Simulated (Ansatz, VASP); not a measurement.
One calculation of Co, two programs

```
Co
1.0
     2.22460    0.00000    0.00000
     0.00000    2.22460    0.00000
     0.00000    0.00000    2.22460
Co
1
Direct
  0.00000 0.00000 0.00000
```

Alike in both runs: task single point; functional LDA; k mesh 16 × 16 × 16; occupations fermi-dirac, width 0.05 eV; collinear spin.

```csv
,VASP,Ansatz
version,VASP 6.6.1,Ansatz 0.2.0
potentials or method,"VASP PAW LDA potentials, release 64 (Co), cutoff 520 eV","plane waves (420 eV) with PAW, scalar-relativistic"
valence electrons in the cell,9,17
```

Ansatz gave:

```
pressure (GPa)                                                : 9.0
net moment per atom (μB)                                      : 1.49
size of the moment on the site where the two differ most (μB) : 1.48
```

Problem. What did VASP give for the same quantities?

Solution. Pressure (GPa): 7.1; net moment per atom (μB): 1.43; size of the moment on the site where the two differ most (μB): 1.42.

Ansatz warns that its potentials were made for another functional, while VASP's fit it. LDA's correlation is that of Perdew and Zunger in VASP and of Perdew and Wang (1992) in Ansatz. Site moments also hang on the region over which each program counts them. VASP's potentials hold 9 valence electrons a cell and Ansatz's 17, so a difference there can come from the potentials and not from the codes.
